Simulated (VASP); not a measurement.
Here is a VASP 6.6.1 calculation.

INCAR

```
SYSTEM = Ti
PREC = Accurate
ENCUT = 520
EDIFF = 1E-6
ISMEAR = -1
SIGMA = 0.1
LREAL = .False.
LASPH = .True.
NELM = 100
ALGO = Normal
ISIF = 2
LWAVE = .False.
LCHARG = .False.
GGA = CA
NBANDS = 12
```

The input KPOINTS:

```
Automatic mesh
0
Gamma
  24 24 24
  0 0 0
```

Contents of POSCAR:

```
Ti
1.0
    0.0000000000      2.0024937123      2.0024937123
    2.0024937123      0.0000000000      2.0024937123
    2.0024937123      2.0024937123      0.0000000000
Ti
1
Direct
    0.0000000000      0.0000000000      0.0000000000
```

Potentials or basis: VASP PAW LDA potentials, release 64 (Ti_sv).

Command:

```console
$ cat potpaw_LDA.64/Ti_sv/POTCAR > POTCAR
$ mpirun -np 1 vasp_std > vasp.out
```

**Question.** Estimate the pressure.

**Answer.** -0.2 GPa.

**Question.** Estimate the band gap on the k mesh.

**Answer.** Zero (band 6 reaches 9.73 eV, above the bottom of band 7 at 8.44 eV).
